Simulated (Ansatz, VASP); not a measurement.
**Two plane-wave programs on In**

```
CELL_PARAMETERS angstrom
-3.94785 3.92118 1.61820
3.92118 -3.94785 1.61820
2.18571 2.18571 -1.66706
ATOMIC_POSITIONS crystal
In 0.99932 0.00068 0.00000
In 0.75068 0.24932 0.50000
```

Alike in both runs: task single point; functional PBEsol; k mesh 13 × 13 × 12; occupations fermi-dirac, width 0.1 eV; no spin polarisation.

|  | VASP | Ansatz |
| --- | --- | --- |
| version | VASP 6.6.1 | Ansatz 0.2.0 |
| potentials or method | VASP PAW PBE potentials, release 64 (In_d), cutoff 520 eV | plane waves (420 eV) with PAW, scalar-relativistic |
| valence electrons in the cell | 26 | 26 |

```csv
,VASP,Ansatz,Ansatz less VASP
pressure (GPa),-2.8,-2.8,+0.03
"traceless stress, the component that is largest in VASP (GPa)",-0.30,-0.30,-0.001
```

VASP's potentials were made for PBE, not for PBEsol, and Ansatz warns of the same on its side.
